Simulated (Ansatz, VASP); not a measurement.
## One calculation of Mo, two programs

```xyz
1
Lattice="2.7485 0.0000 0.0000 -1.3742 2.3803 0.0000 0.0000 0.0000 2.5403" Properties=species:S:1:pos:R:3 pbc="T T T"
Mo    0.0000    0.0000    1.2701
```

Alike in both runs: functional r2SCAN; k mesh 18 × 18 × 17; no spin polarisation.

Ansatz relaxed the structure, and its values are those at the end. VASP's run is a single point on that final structure, the one shown.

```csv
,VASP,Ansatz
version,VASP 6.6.1,Ansatz 0.2.0
potentials or method,"VASP PAW PBE potentials, release 64 (Mo_sv), cutoff 520 eV","plane waves, PAW"
occupations,"gaussian, width 0.1 eV",gaussian
valence electrons in the cell,14,14
```

```tsv
	VASP	Ansatz	Ansatz less VASP
pressure (GPa)	1.0	0.0	-1.02
```

VASP's potentials were made for PBE, not for r2SCAN.
